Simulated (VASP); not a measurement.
Input of a VASP 6.6.1 run:

Contents of INCAR:

```
SYSTEM = Al
  ALGO = Normal
  EDIFF = 1E-6
  ENCUT = 520
  GGA = PS
  ISIF = 2
  ISMEAR = -1
  LASPH = .TRUE.
  LCHARG = .FALSE.
  LREAL = .FALSE.
  LWAVE = .FALSE.
  NBANDS = 8
  NELM = 100
  PREC = Accurate
  SIGMA = 0.1
```

Contents of KPOINTS:

```
k-points
0
G
  13 13 13
  0 0 0
```

POSCAR

```
Al
1.0
    2.6269215480      0.0000000000      0.0000000000
    0.0000000000      2.6269215480      0.0000000000
    0.0000000000      0.0000000000      2.6269215480
Al
1
Direct
    0.0000000000      0.0000000000      0.0000000000
```

Potentials or basis: VASP PAW PBE potentials, release 64 (Al).

Run with:

```console
$ cat potpaw_PBE.64/Al/POTCAR > POTCAR
$ mpirun -np 1 vasp_std > vasp.out
```

(1) Estimate the pressure.

Results:

(1) 6.2 GPa.

Caveat: the PAW data sets were made with another functional, which shifts forces and pressure a little.
